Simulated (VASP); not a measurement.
A run of VASP 6.6.1:

INCAR

```
PREC = Accurate
ENCUT = 520
EDIFF = 1E-6
ISMEAR = -1
SIGMA = 0.05
LREAL = False
LASPH = True
NELM = 60
ALGO = Fast
ISIF = 2
LWAVE = False
LCHARG = True
GGA = PE
LELF = True
LVHAR = True
NBANDS = 30
```

KPOINTS

```
Automatic mesh
0
Gamma
  9 9 9
```

The input POSCAR:

```
Ta3Cu
1.0
   -2.0065070000      2.0065070000      4.2081700000
    2.0065070000     -2.0065070000      4.2081700000
    2.0065070000      2.0065070000     -4.2081700000
Ta Cu
3 1
Direct
    0.5000000000      0.5000000000      0.0000000000
    0.2500000000      0.7500000000      0.5000000000
    0.7500000000      0.2500000000      0.5000000000
    0.0000000000      0.0000000000      0.0000000000
```

Potentials or basis: VASP PAW PBE potentials, release 64 (Ta_pv, Cu).

Launch:

```sh
$ cat potpaw_PBE.64/Ta_pv/POTCAR potpaw_PBE.64/Cu/POTCAR > POTCAR
$ mpirun -np 1 vasp_std > vasp.out
```

Hardware: 1 thread of Intel Xeon 8259CL (shared host).

Task: How long does it take, and how much memory?

Result: Run time: 11 min on 1 thread of Intel Xeon 8259CL (shared host), peak memory 0.33 GiB. Counts: scf iterations 20, k points 75.
